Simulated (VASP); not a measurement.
# AlInAsP3 (P4/mmm) in VASP: further runs, part 2 of 2

VASP 6.6.1. The steps go on from the part before.

### 4 Relaxation of cell and atoms, PBE

File INCAR:

```
ALGO = Normal ; EDIFF = 1E-7
EDIFFG = -0.01 ; ENCUT = 500
GGA = PE ; GGA_COMPAT = F
IBRION = 2 ; ISIF = 3
ISMEAR = 0 ; LASPH = T
LCHARG = F ; LREAL = F
LWAVE = F ; NELM = 120
NELMIN = 4 ; NSW = 100
PREC = Accurate ; SIGMA = 0.1
```

File KPOINTS:

```
k-points
0
Gamma
  10 10 4
```

File POSCAR:

```
AlInAsP3
1.0
    3.8256508161      0.0000000000      0.0000000000
    0.0000000000      3.8256508161      0.0000000000
    0.0000000000      0.0000000000      9.6463483907
Al In P As
1 1 3 1
Direct
    0.5000000000      0.5000000000      0.0000000000
    0.0000000000      0.0000000000      0.0000000000
    0.0000000000      0.0000000000      0.7237188546
    0.0000000000      0.0000000000      0.2762811454
    0.0000000000      0.0000000000      0.5000000000
    0.5000000000      0.5000000000      0.5000000000
```

Potentials or basis: VASP PAW PBE potentials, release 64 (Al, In_d, P, As).

The run is started by

```console
cat potpaw_PBE.64/Al/POTCAR potpaw_PBE.64/In_d/POTCAR potpaw_PBE.64/P/POTCAR potpaw_PBE.64/As/POTCAR > POTCAR
mpirun -np 1 vasp_std > vasp.out
```

OUTCAR:

```text
EDIFF = 1E-7
   EDIFFG = -0.01
   ENCUT = 500
   GGA = PE
   IBRION = 2
   ISIF = 3
   ISMEAR = 0
   LASPH = T
   LREAL = F
   NELM = 120
   NELMIN = 4
   NSW = 100
   PREC = Accurate

 ion  position               nearest neighbor table
   1  0.500  0.500  0.000-   2 2.71   2 2.71   2 2.71   2 2.71
   2  0.000  0.000  0.000-   3 2.67   4 2.67   1 2.71   1 2.71   1 2.71   1 2.71
   3  0.000  0.000  0.724-   5 2.16   2 2.67
   4  0.000  0.000  0.276-   5 2.16   2 2.67
   5  0.000  0.000  0.500-   3 2.16   4 2.16   6 2.71   6 2.71   6 2.71   6 2.71
   6  0.500  0.500  0.500-   5 2.71   5 2.71   5 2.71   5 2.71

  LATTYP: Found a simple tetragonal cell.
 ALAT       =     3.8256508161
 C/A-ratio  =     2.5214921211

  Lattice vectors:

 A1 = (   3.8256508161,   0.0000000000,   0.0000000000)
 A2 = (   0.0000000000,   3.8256508161,   0.0000000000)
 A3 = (   0.0000000000,   0.0000000000,   9.6463483907)

Analysis of symmetry for initial positions (statically):
[... 353 lines left out ...]
 E-fermi :   4.8193     XC(G=0):  -9.3645

 val. band max:        4.8144704487   @ k =   0.2000   0.2000   0.5000
 cond. band min:       4.8229477317   @ k =   0.0000   0.0000   0.0000
 fundamental gap:      0.0084772831
 Fermi energy:         4.8193416512

 k-point     1 :       0.0000    0.0000    0.0000
  band No.  band energies     occupation
      1      -9.9522      2.00000
      2      -9.8032      2.00000
      3      -9.7980      2.00000
      4      -9.6696      2.00000
      5      -9.6696      2.00000
      6      -9.3017      2.00000
[... 589 lines left out ...]
     21       6.6531      0.00000
     22       6.9480      0.00000

 [... further k-points ...]

------------------------ aborting loop because EDIFF is reached ----------------------------------------

  FORCE on cell =-STRESS in cart. coord.  units (eV):
  Direction    XX          YY          ZZ          XY          YZ          ZX
  --------------------------------------------------------------------------------------
  -------------------------------------------------------------------------------------
  Total       -0.0213709     -0.0213709     -0.0073220      0.0000000      0.0000000     -0.0000000
  in kB       -0.2431718     -0.2431718     -0.0833147      0.0000000      0.0000000     -0.0000000
  external PRESSURE =      -0.1898861 kB  Pullay stress =       0.0000000 kB
[... 21 lines left out ...]
  FREE ENERGIE OF THE ION-ELECTRON SYSTEM (eV)
  ---------------------------------------------------
  free  energy   TOTEN  =       -22.1710823165 eV

  energy  without entropy=      -22.1519156840  energy(sigma->0) =      -22.16149900

 reached required accuracy - stopping structural energy minimisation
```

It took 11 min on 1 thread of Intel Xeon 8259CL, shared host; peak memory 0.39 GiB.

What came out:

| Quantity | Value |
| --- | --- |
| Free energy | -22.1711 eV |
| Relaxed volume | 23.47 Å³/atom |
| Relaxed cell | a = 3.827 Å, b = 3.827 Å, c = 9.614 Å, α = 90.00°, β = 90.00°, γ = 90.00° |
| Space group after relaxing (to 0.1 Å) | P4/mmm (No. 123) |
| Energy gained by relaxing | 0.2 meV/atom |
| Ionic steps | 5 |
| Pressure after relaxing | 0.0 GPa |

The path:
```tsv
step	energy change (eV)	largest force (eV/Å)	pressure (GPa)	volume (Å³)
1	0.0000	0.0564	-0.11	141.18
2	-0.0006	0.0574	0.02	140.84
3	-0.0007	0.0576	0.09	140.67
4	-0.0010	0.0190	0.02	140.76
5	-0.0011	0.0008	-0.02	140.81
```

Final structure:
```yaml
crystal:
  lattice:
    - [3.82696, 0.00000, 0.00000]
    - [0.00000, 3.82696, 0.00000]
    - [0.00000, 0.00000, 9.61416]
  atoms:
    - { symbol: Al, position: [0.50000, 0.50000, 0.00000] }
    - { symbol: In, position: [0.00000, 0.00000, 0.00000] }
    - { symbol: P, position: [0.00000, 0.00000, 0.72486] }
    - { symbol: P, position: [0.00000, 0.00000, 0.27514] }
    - { symbol: P, position: [0.00000, 0.00000, 0.50000] }
    - { symbol: As, position: [0.50000, 0.50000, 0.50000] }
```

Levels at points of the mesh, in eV from the Fermi level:
```
           k point  band 16  band 17  band 18  band 19  band 20  band 21
(0.00, 0.00, 0.00)    -0.08     0.00     0.00     0.68     1.20     2.01
(0.50, 0.00, 0.00)    -0.65    -0.53     0.21     0.30     0.45     1.41
(0.50, 0.50, 0.00)    -2.71    -2.08    -2.08    -0.80     0.04     0.04
(0.00, 0.00, 0.50)    -0.56    -0.32     1.05     1.05     1.33     1.33
(0.50, 0.00, 0.50)    -1.54    -0.53    -0.18     0.10     0.66     1.19
(0.50, 0.50, 0.50)    -1.31    -1.31    -1.03    -0.80    -0.80    -0.66
```

Caveat: the highest band is partly filled, so the run has too few bands; spin-orbit coupling is left out, which moves the levels of the heavy elements.

### 5 Summary

```csv
task,cell,k mesh,pressure (GPa),relaxed volume (Å³/atom),largest force (eV/Å)
single point,"a = 3.828, b = 3.828, c = 9.617 Å, 6 atoms, atomic positions A",10 × 10 × 4,-0.1,-,0.03
relaxation of cell and atoms,"relaxed from a = 4.551, b = 4.551, c = 7.162 Å, 6 atoms, atomic positions B",4 × 4 × 4,0.0,23.47,0.02
relaxation of cell and atoms,"relaxed from a = 3.826, b = 3.826, c = 9.646 Å, 6 atoms, atomic positions C",10 × 10 × 4,0.0,23.47,-
```

Alike in all rows: level PBE; potentials or basis VASP PAW PBE potentials, release 64 (Al, In_d, P, As); no spin polarisation; cutoff (eV) 500; smearing gaussian 0.1 eV.

Caveats: spin-orbit coupling is left out, which moves the levels of the heavy elements; the highest band is partly filled, so the run has too few bands (at least some runs); a cell axis changed by over 15 % at a fixed basis, so the end point is rough (at least some runs).

Total energies depend on the potentials used, so only differences within one code and one set of settings carry meaning.
